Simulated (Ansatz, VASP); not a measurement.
**One calculation of Y2ScAs3, two programs**

```
CELL_PARAMETERS angstrom
4.31887 0.00000 0.00000
-2.15944 3.74025 0.00000
0.00000 0.00000 9.09548
ATOMIC_POSITIONS crystal
Y 0.33333 0.66667 0.24624
Y 0.33333 0.66667 0.75376
Sc 0.66667 0.33333 0.00000
As 0.66667 0.33333 0.50000
As 0.00000 0.00000 0.00000
As 0.00000 0.00000 0.50000
```

Change from the starting cell: species swapped into the La2CuSi3 type (P-6m2, No. 187).

Alike in both runs: task relaxation of cell and atoms; functional PBE; k mesh 6 × 6 × 2; occupations gaussian, width 0.1 eV; no spin polarisation.

|  | VASP | Ansatz |
| --- | --- | --- |
| version | VASP 6.6.1 | Ansatz 0.2.0 |
| potentials or method | VASP PAW PBE potentials, release 64 (Y_sv, Sc_sv, As), cutoff 600 eV | scalar-relativistic, plane waves, PAW |
| valence electrons in the cell | 48 | 78 |

```csv
,VASP,Ansatz,Ansatz less VASP
"gap on the k mesh at the Fermi level, each at its own relaxed structure (eV)",none,none,-
relaxed volume (Å³/atom),22.98,22.97,-0.016
relaxed cell length with the largest relative difference (Å),7.635,7.608,-0.0269
```

A gap of «none» marks a metal or a gap that the smearing closes. VASP's potentials hold 48 valence electrons a cell and Ansatz's 78, so a difference there can come from the potentials and not from the codes.
